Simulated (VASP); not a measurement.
SnSe, 4 atoms in the cell. The cell holds a slab with vacuum, 4 atoms: a = 4.257 Å, b = 4.257 Å, c = 10.917 Å, α = 90.00°, β = 90.00°, γ = 90.00°. 

```yaml
Program: VASP 6.6.1
Task: single point
Functional: r2SCAN
Potentials_or_basis: VASP PAW PBE potentials, release 64 (Sn_d, Se)
Cutoff: 520 eV
k_mesh: 6 × 6 × 3
Occupations: fermi-dirac, width 0.05 eV
Spin: no spin polarisation
Dipole_correction: no
Further_INCAR_settings: ALGO = Normal; EDIFF = 1e-06; NBANDS = 28
```

Potentials or basis: VASP PAW PBE potentials, release 64 (Sn_d, Se).

Launch:

```console
$ cat potpaw_PBE.64/Sn_d/POTCAR potpaw_PBE.64/Se/POTCAR > POTCAR
$ cp INCAR.step1 INCAR
$ mpirun -np 1 vasp_std > vasp.out
$ cp INCAR.step2 INCAR
$ mpirun -np 1 vasp_std > vasp.out
```

Hardware: 1 thread of Intel(R) Xeon(R) 6975P-C (Granite Rapids) (shared host).

**Question.** Estimate the wall time of this run.

**Answer.** Wall time 2.9 min on 1 thread of Intel(R) Xeon(R) 6975P-C (Granite Rapids), with other jobs on the host, peak memory 0.36 GiB. Counts: k points 20.
